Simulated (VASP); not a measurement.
A run of VASP 6.6.1:

File POSCAR:

```
Ge
1.0
    3.9976151820      0.0000000000      0.0000000000
   -1.9988075910      3.4620363022      0.0000000000
    0.0000000000      0.0000000000      6.6178722099
Ge
4
Direct
    0.3333333333      0.6666666667      0.0005657919
    0.6666666667      0.3333333333      0.5005657919
    0.3333333333      0.6666666667      0.3744342081
    0.6666666667      0.3333333333      0.8744342081
```

File INCAR.step1:

```
PREC = Accurate
ENCUT = 520
ISMEAR = -1
SIGMA = 0.02
LREAL = False
LASPH = True
NELM = 80
NBANDS = 36
GGA = PE
ALGO = Normal
EDIFF = 1E-4
LWAVE = True
LCHARG = False
```

INCAR.step2

```
PREC = Accurate
ENCUT = 520
EDIFF = 1E-6
ISMEAR = -1
SIGMA = 0.02
LREAL = False
LASPH = True
NELM = 80
ALGO = Normal
ISIF = 2
LWAVE = False
LCHARG = False
METAGGA = R2SCAN
LMIXTAU = True
NBANDS = 36
ISTART = 1
```

The input KPOINTS:

```
Automatic mesh
0
Gamma
  12 12 4
```

Potentials or basis: VASP PAW PBE potentials, release 64 (Ge_d).

Launch:

```console
$ cat potpaw_PBE.64/Ge_d/POTCAR > POTCAR
$ cp INCAR.step1 INCAR
$ mpirun -np 1 vasp_std > vasp.out
$ cp INCAR.step2 INCAR
$ mpirun -np 1 vasp_std > vasp.out
```

Hardware: 1 thread of Intel(R) Xeon(R) Platinum 8488C (Sapphire Rapids) (shared host).

Q: Estimate the wall time of this run.

A: Wall time 6.2 min on 1 thread of Intel(R) Xeon(R) Platinum 8488C (Sapphire Rapids), on a shared host, peak memory 0.29 GiB. Counts: k points 57.
